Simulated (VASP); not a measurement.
A run of VASP 6.6.1:

File INCAR:

```
SYSTEM = BaF2
PREC     = Accurate       ! precision mode
ENCUT    = 600            ! plane-wave cutoff, eV
EDIFF    = 1E-6           ! SCF threshold, eV
ISMEAR   = -1             ! smearing method
SIGMA    = 0.05           ! smearing width, eV
LREAL    = .False.        ! projectors in reciprocal space
LASPH    = .True.         ! aspherical terms in the spheres
NELM     = 120            ! most SCF steps
ALGO     = Normal         ! electronic algorithm
ISIF     = 2              ! what is computed and relaxed
LWAVE    = .False.        ! write WAVECAR
LCHARG   = .False.        ! write CHGCAR
GGA      = PS             ! functional
IVDW     = 13             ! dispersion correction
NBANDS   = 19             ! bands
GGA_COMPAT= .False.
```

KPOINTS

```
regular mesh
0
Gamma
  8 8 8
  0 0 0
```

File POSCAR:

```
BaF2
1.0
    0.0000000000      3.0587095228      3.0587095228
    3.0587095228      0.0000000000      3.0587095228
    3.0587095228      3.0587095228      0.0000000000
Ba F
1 2
Direct
    0.0000000000      0.0000000000      0.0000000000
    0.7500000000      0.7500000000      0.7500000000
    0.2500000000      0.2500000000      0.2500000000
```

Potentials or basis: VASP PAW PBE potentials, release 64 (Ba_sv, F).

Launch:

```console
$ cat potpaw_PBE.64/Ba_sv/POTCAR potpaw_PBE.64/F/POTCAR > POTCAR
$ mpirun -np 1 vasp_std > vasp.out
```

Hardware: 1 thread of Intel Xeon 8259CL, with other jobs on the host.

**Question.** Estimate the wall time of this run.

**Answer.** Run time: 55 s on 1 thread of Intel Xeon 8259CL (shared host), peak memory 0.22 GiB. Counts: scf iterations 13, k points 29.
